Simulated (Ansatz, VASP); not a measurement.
**Two plane-wave programs on BAs**

Contents of INCAR:

```
SYSTEM = BAs
ALGO = Normal
EDIFF = 1E-6
ENCUT = 520
GGA = PE
ISIF = 2
ISMEAR = 0
LASPH = .TRUE.
LCHARG = .TRUE.
LELF = .TRUE.
LREAL = .FALSE.
LVHAR = .TRUE.
LWAVE = .FALSE.
NBANDS = 11
NELM = 100
PREC = Accurate
SIGMA = 0.020999999999999998
```

File KPOINTS:

```
k-points
0
G
  12 8 6
  0 0 0
```

POSCAR

```
BAs
1.0
    2.1275493300      0.0000000000      0.0000000000
    0.0000000000      3.1740629400      0.0000000000
    0.0000000000      0.0000000000      4.9509801800
B As
1 1
Direct
    0.0000000000      0.5000000000      0.0000000000
    0.5000000000      0.5000000000      0.5000000000
```

input.yaml

```yaml
crystal:
  lattice:
    - [2.12754933, 0.0, 0.0]
    - [0.0, 3.17406294, 0.0]
    - [0.0, 0.0, 4.95098018]
  atoms:
    - { symbol: B, position: [0.0, 0.5, 0.0] }
    - { symbol: As, position: [0.5, 0.5, 0.5] }
hamiltonian:
  xc: pbe
  pseudopotentials: { kind: paw }
kpoints:
  mp_grid: { grid: [12, 8, 6] }
scf:
  occupations: { method: gaussian, width: 0.021 }
output:
  forces: true
  stress: true
  eigenvalues: true
  write_density: true
  write_potential: true
  elf: true
  volumetric_format: npy
```

Alike in both runs: task single point; functional PBE; k mesh 12 × 8 × 6; occupations gaussian, width 0.021 eV; no spin polarisation.

|  | VASP | Ansatz |
| --- | --- | --- |
| version | VASP 6.6.1 | Ansatz 0.2.0 |
| potentials or method | VASP PAW PBE potentials, release 64 (B, As) | Ansatz PAW |
| plane-wave cutoff (eV) | 520 | 420 |
| valence electrons in the cell | 8 | 18 |

```tsv
	VASP	Ansatz	Ansatz less VASP
gap on the k mesh at the Fermi level (eV)	none	none	-
pressure (GPa)	6.0	5.5	-0.50
traceless stress, the component that is largest in VASP (GPa)	24.47	23.66	-0.809
```

A gap of «none» marks a metal or a gap that the smearing closes. VASP's potentials hold 8 valence electrons a cell and Ansatz's 18, so a difference there can come from the potentials and not from the codes.
